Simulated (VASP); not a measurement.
# Cu (Fm-3m) in VASP: notebook

Runs on Cu. Level: PBE. Tasks: single point.

All numbers are computed with VASP 6.6.1; they aren't measurements. Logs are shortened: lines on timing, memory, paths and dates and some standing lists are left out, and cuts for length are marked.

**1. The cell of the first run**

The structure is cubic, space group Fm-3m (No. 225). The conventional cell has a = 3.615 Å, b = 3.615 Å, c = 3.615 Å, α = 90.00°, β = 90.00°, γ = 90.00°. Within 3.4 Å of Cu (site symmetry m-3m) lie 12 Cu at 2.56 Å.

**2. Single point, PBE**

The input, INCAR:

```
PREC     = Accurate       # precision mode
ENCUT    = 520            # plane-wave cutoff, eV
EDIFF    = 1E-6           # SCF threshold, eV
ISMEAR   = 0              # smearing method
SIGMA    = 0.15           # smearing width, eV
LREAL    = F              # projectors in reciprocal space
LASPH    = T              # aspherical terms in the spheres
NELM     = 100            # most SCF steps
ALGO     = Normal         # electronic algorithm
ISIF     = 2              # what is computed and relaxed
LWAVE    = F              # write WAVECAR
LCHARG   = F              # write CHGCAR
GGA      = PE             # functional
NBANDS   = 12             # bands
```

The input, KPOINTS:

```
regular mesh
0
Gamma
  22 22 22
```

The input, POSCAR:

```
Cu
1.0
    0.0000000000      1.8075000000      1.8075000000
    1.8075000000      0.0000000000      1.8075000000
    1.8075000000      1.8075000000      0.0000000000
Cu
1
Direct
    0.0000000000      0.0000000000      0.0000000000
```

Potentials or basis: VASP PAW PBE potentials, release 64 (Cu).

On the command line:

```bash
$ cat potpaw_PBE.64/Cu/POTCAR > POTCAR
$ mpirun -np 1 vasp_std > vasp.out
```

OUTCAR:

```text
PREC = Accurate
   ENCUT = 520
   EDIFF = 1E-6
   ISMEAR = 0
   LREAL = F
   LASPH = T
   NELM = 100
   ISIF = 2
   GGA = PE

 ion  position               nearest neighbor table
   1  0.000  0.000  0.000-

  LATTYP: Found a face centered cubic cell.
 ALAT       =     3.6150000000

  Lattice vectors:

 A1 = (   0.0000000000,   1.8075000000,   1.8075000000)
 A2 = (   1.8075000000,   0.0000000000,   1.8075000000)
 A3 = (   1.8075000000,   1.8075000000,   0.0000000000)

Analysis of symmetry for initial positions (statically):
=====================================================================
 Subroutine PRICEL returns:
 Original cell was already a primitive cell.

 Routine SETGRP: Setting up the symmetry group for a
 face centered cubic supercell.

 Subroutine GETGRP returns: Found 48 space group operations
 (whereof 48 operations were pure point group operations)
 out of a pool of 48 trial point group operations.

The static configuration has the point symmetry O_h .

Analysis of symmetry for dynamics (positions and initial velocities):
=====================================================================
 Subroutine PRICEL returns:
 Original cell was already a primitive cell.

 Routine SETGRP: Setting up the symmetry group for a
 face centered cubic supercell.

 Subroutine GETGRP returns: Found 48 space group operations
 (whereof 48 operations were pure point group operations)
 out of a pool of 48 trial point group operations.

The dynamic configuration has the point symmetry O_h .

 Subroutine INISYM returns: Found 48 space group operations
 (whereof 48 operations are pure point group operations),
 and found     1 'primitive' translations

----------------------------------------------------------------------------------------

                                     Primitive cell

  volume of cell :      11.8104

  direct lattice vectors                    reciprocal lattice vectors
     0.000000000  1.807500000  1.807500000    -0.276625173  0.276625173  0.276625173
     1.807500000  0.000000000  1.807500000     0.276625173 -0.276625173  0.276625173
     1.807500000  1.807500000  0.000000000     0.276625173  0.276625173 -0.276625173

  length of vectors
     2.556191014  2.556191014  2.556191014     0.479128854  0.479128854  0.479128854

  position of ions in fractional coordinates (direct lattice)
     0.000000000  0.000000000  0.000000000

  ion indices of the primitive-cell ions
   primitive index   ion index
                 1           1

----------------------------------------------------------------------------------------

 KPOINTS: regular mesh

Automatic generation of k-mesh.
 Grid dimensions read from file:
 generate k-points for:   22   22   22

 Generating k-lattice:

  Cartesian coordinates                     Fractional coordinates (reciprocal lattice)
    -0.012573871  0.012573871  0.012573871     0.045454545  0.000000000  0.000000000
     0.012573871 -0.012573871  0.012573871     0.000000000  0.045454545  0.000000000
     0.012573871  0.012573871 -0.012573871     0.000000000  0.000000000  0.045454545

  Length of vectors
     0.021778584  0.021778584  0.021778584

  Shift w.r.t. Gamma in fractional coordinates (k-lattice)
     0.000000000  0.000000000  0.000000000

 Subroutine IBZKPT returns following result:
 ===========================================

 Found    328 irreducible k-points:

 Following reciprocal coordinates:
            Coordinates               Weight
  0.000000  0.000000  0.000000      1.000000
  0.045455  0.000000  0.000000      8.000000
  0.090909  0.000000  0.000000      8.000000
  0.136364  0.000000  0.000000      8.000000
  0.181818  0.000000  0.000000      8.000000
  0.227273  0.000000  0.000000      8.000000
[... 16 lines left out ...]
  0.500000  0.045455  0.000000     24.000000
 -0.454545  0.045455  0.000000     24.000000
 [... further k-points ...]
   k-points           NKPTS =    328   k-points in BZ     NKDIM =    328   number of bands    NBANDS=     12
   number of dos      NEDOS =    301   number of ions     NIONS =      1
   total plane-waves  NPLWV =   8000
   dimension x,y,z NGX =    20 NGY =   20 NGZ =   20
   dimension x,y,z NGXF=    40 NGYF=   40 NGZF=   40
   ions per type =               1
   NGX,Y,Z   is equivalent  to a cutoff of  13.01, 13.01, 13.01 a.u.
   NGXF,Y,Z  is equivalent  to a cutoff of  26.01, 26.01, 26.01 a.u.
 SYSTEM =  unknown system
   PREC   = accura    normal or accurate (medium, high low for compatibility)
   ISTART =      0    job   : 0-new  1-cont  2-samecut
   ICHARG =      2    charge: 1-file 2-atom 10-const
   ISPIN  =      1    spin polarized calculation?
   LNONCOLLINEAR =      F non collinear calculations
   LSORBIT =      F    spin-orbit coupling
   LASPH  =      T    aspherical Exc in radial PAW
   ENCUT  =  520.0 eV  38.22 Ry    6.18 a.u.   4.75  4.75  4.75*2*pi/ulx,y,z
   NELM   =    100;   NELMIN=  2; NELMDL= -5     # of ELM steps
   EDIFF  = 0.1E-05   stopping-criterion for ELM
   LREAL  =      F    real-space projection
   EDIFFG = 0.1E-04   stopping-criterion for IOM
   NSW    =      0    number of steps for IOM
   IBRION =     -1    ionic relax: 0-MD 1-quasi-New 2-CG
   NFREE  =      0    steps in history (QN), initial steepest desc. (CG)
   ISIF   =      2    stress and relaxation
   ISYM   =      2    0-nonsym 1-usesym 2-fastsym
   POTIM  = 0.5000    time-step for ionic-motion
   TEBEG  =    0.0;   TEEND  =   0.0 temperature during run
   PSTRESS=    0.0 pullay stress
   NELECT =      11.0000    total number of electrons
   NUPDOWN=      -1.0000    fix difference up-down
   EMIN   =  10.00;   EMAX   =-10.00  energy-range for DOS
   EFERMI =   0.00;   METHOD = LEGACY
   ISMEAR =     0;   SIGMA  =   0.15  broadening in eV -4-tet -1-fermi 0-gaus
   EFERMI_NEDOS =   21; number of points for ismear=-14 and -15
   IALGO  =     38    algorithm
   IMIX   =      4    mixing-type and parameters
     AMIX     =   0.40;   BMIX     =  1.00
     AMIX_MAG =   1.60;   BMIX_MAG =  1.00
  volume/ion in A,a.u.               =      11.81        79.70
  Fermi-wavevector in a.u.,A,eV,Ry     =   1.598763  3.021224 34.777078  2.556043
  Thomas-Fermi vector in A             =   2.696162
   LORBIT       =      0    0 simple, 1 ext, 2 COOP (PROOUT), +10 PAW based schemes
   GGA     = PE    functional components
   LHFCALC =     F    Hartree Fock is set to
   AEXX    =    0.0000 exact exchange contribution
   IVDW    =     0    specifies the selected vdW correction
   LEPSILON=     F    determine dielectric tensor
   LRPA    =     F    only Hartree local field effects (RPA)
 non-spin polarized calculation
 Gauss-broadening in eV      SIGMA  =   0.15
  energy-cutoff  :      520.00
  volume of cell :       11.81
 maximum number of plane-waves:       332
   NGX =  9   NGY =  9   NGZ =  9

 number of electron      11.0000001 magnetization

 Free energy of the ion-electron system (eV)
  ---------------------------------------------------
  ext. energy  EPLUGINS =         0.00000000
  ---------------------------------------------------
  free energy    TOTEN  =        -3.72905673 eV

  energy without entropy =       -3.72630591  energy(sigma->0) =       -3.72768132

 E-fermi :   7.5835     XC(G=0): -12.7257

 val. band max:        7.5636760851   @ k =   0.5000   0.3182   0.1364
 cond. band min:       7.6468312333   @ k =   0.5000   0.1818   0.0455
 fundamental gap:      0.0831551481
 Fermi energy:         7.5834630973

 k-point     1 :       0.0000    0.0000    0.0000
  band No.  band energies     occupation
      1      -1.7657      2.00000
      2       4.5589      2.00000
      3       4.5589      2.00000
      4       4.5589      2.00000
      5       5.3809      2.00000
      6       5.3809      2.00000
      7      30.1797      0.00000
      8      32.8240      0.00000
      9      32.8240      0.00000
     10      32.8240      0.00000
     11      35.3158      0.00000
     12      35.3158      0.00000

 k-point     2 :       0.0455    0.0000    0.0000
  band No.  band energies     occupation
      1      -1.6903      2.00000
      2       4.5428      2.00000
      3       4.5734      2.00000
      4       4.5734      2.00000
      5       5.3751      2.00000
      6       5.3751      2.00000
      7      29.7909      0.00000
      8      31.7132      0.00000
      9      32.5644      0.00000
     10      32.5644      0.00000
     11      35.6829      0.00000
     12      35.6829      0.00000

 k-point     3 :       0.0909    0.0000    0.0000
  band No.  band energies     occupation
      1      -1.4657      2.00000
      2       4.4973      2.00000
      3       4.6130      2.00000
      4       4.6130      2.00000
      5       5.3611      2.00000
      6       5.3611      2.00000
      7      28.1062      0.00000
      8      30.9900      0.00000
      9      32.0370      0.00000
     10      32.0370      0.00000
     11      36.5130      0.00000
     12      36.5130      0.00000
[... 286 lines left out ...]
 k-point    23 :       0.5000    0.0455    0.0000
  band No.  band energies     occupation
      1       2.5461      2.00000
      2       4.4998      2.00000
      3       4.5510      2.00000
      4       5.6485      2.00000
      5       5.9507      2.00000
      6       6.8971      2.00000
      7      11.4274      0.00000
      8      28.0548      0.00000
      9      29.0104      0.00000
     10      29.1636      0.00000
     11      33.3877      0.00000
     12      33.5819      0.00000

 k-point    24 :      -0.4545    0.0455    0.0000
  band No.  band energies     occupation
      1       2.5323      2.00000
      2       4.5063      2.00000
      3       4.5514      2.00000
      4       5.6354      2.00000
      5       5.9203      2.00000
      6       6.7914      2.00000
      7      11.6229      0.00000
      8      27.8267      0.00000
      9      29.1478      0.00000
     10      29.4322      0.00000
     11      33.0630      0.00000
     12      33.8149      0.00000

 [... further k-points ...]

------------------------ aborting loop because EDIFF is reached ----------------------------------------

  FORCE on cell =-STRESS in cart. coord.  units (eV):
  Direction    XX          YY          ZZ          XY          YZ          ZX
  --------------------------------------------------------------------------------------
  -------------------------------------------------------------------------------------
  Total        0.1701289      0.1701289      0.1701289      0.0000000     -0.0000000      0.0000000
  in kB       23.0793557     23.0793557     23.0793557      0.0000000     -0.0000000      0.0000000
  external PRESSURE =      23.0793557 kB  Pullay stress =       0.0000000 kB

 VOLUME and BASIS-vectors are now :
 -----------------------------------------------------------------------------
  energy-cutoff  :      520.00
  volume of cell :       11.81
      direct lattice vectors                 reciprocal lattice vectors
     0.000000000  1.807500000  1.807500000    -0.276625173  0.276625173  0.276625173
     1.807500000  0.000000000  1.807500000     0.276625173 -0.276625173  0.276625173
     1.807500000  1.807500000  0.000000000     0.276625173  0.276625173 -0.276625173

 POSITION                                       TOTAL-FORCE (eV/Angst)
 -----------------------------------------------------------------------------------
      0.00000      0.00000      0.00000        -0.000000      0.000000     -0.000000
 -----------------------------------------------------------------------------------
    total drift:                                0.000000     -0.000000      0.000000

  FREE ENERGIE OF THE ION-ELECTRON SYSTEM (eV)
  ---------------------------------------------------
  free  energy   TOTEN  =        -3.7290567327 eV

  energy  without entropy=       -3.7263059093  energy(sigma->0) =       -3.72768132
```

Wall time 31 s (1 thread of Intel Xeon 6975P-C, shared host); peak memory 0.16 GiB.

What came out:

```
Free energy : -3.7291 eV
Pressure    : 2.3 GPa
```

**3. Single point, PBE**

The input, INCAR:

```
SYSTEM = Cu
PREC = Accurate
ENCUT = 520
EDIFF = 1E-7
ISMEAR = 0
SIGMA = 0.15
LREAL = .False.
LASPH = .True.
NELM = 80
ALGO = Normal
ISIF = 2
LWAVE = .False.
LCHARG = .True.
GGA = PE
LELF = .True.
LVHAR = .True.
NBANDS = 12
```

The input, KPOINTS:

```
regular mesh
0
Gamma
  24 24 24
  0 0 0
```

POSCAR is that of step 2.

Potentials or basis: VASP PAW PBE potentials, release 64 (Cu).

On the command line:

```bash
$ cat potpaw_PBE.64/Cu/POTCAR > POTCAR
$ mpirun -np 1 vasp_std > vasp.out
```

It took 50 s on 1 thread of Intel Xeon 6975P-C, shared host; peak memory 0.17 GiB.

Results (log left out):

| Quantity | Value |
| --- | --- |
| Free energy | -3.7289 eV |
| Pressure | 2.3 GPa |

Levels at points of the mesh, in eV from the Fermi level:
```tsv
k point	band 4	band 5	band 6	band 7	band 8	band 9
(0.00, 0.00, 0.00)	-3.04	-2.22	-2.22	22.58	25.22	25.22
(0.50, 0.00, 0.00)	-1.65	-1.65	-1.02	3.74	21.07	22.06
(0.50, 0.50, 0.00)	-1.51	-1.51	1.48	7.10	13.07	13.07
```
